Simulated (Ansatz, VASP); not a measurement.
## InSb5 in VASP and in Ansatz

```
In Sb
1.0
     7.09926    0.00000    0.00000
     0.00000    7.09926    0.00000
     0.00000    0.00000    6.12542
In Sb
1 5
Cartesian
  0.0000 0.0000 3.0627
  4.9660 4.9660 0.0000
  2.1333 2.1333 0.0000
  4.9660 2.1333 0.0000
  2.1333 4.9660 0.0000
  0.0000 0.0000 0.0000
```

Alike in both runs: functional PBE; k mesh 4 × 4 × 4; occupations gaussian, width 0.1 eV; no spin polarisation.

Ansatz relaxed the structure, and its values are those at the end. VASP's run is a single point on that final structure, the one shown.

```csv
,VASP,Ansatz
version,VASP 6.6.1,Ansatz 0.2.0
potentials or method,"VASP PAW PBE potentials, release 64 (In_d, Sb), cutoff 520 eV","scalar-relativistic, plane waves, PAW"
valence electrons in the cell,38,88
```

```tsv
	VASP	Ansatz	Ansatz less VASP
gap on the k mesh at the Fermi level (eV)	none	none	-
pressure (GPa)	0.0	0.0	-0.02
rms of the force components (eV/Å)	0.012	0.002	-0.0097
```

A gap of «none» marks a metal or a gap that the smearing closes. VASP's potentials hold 38 valence electrons a cell and Ansatz's 88, so a difference there can come from the potentials and not from the codes.

Spin-orbit coupling is off throughout.
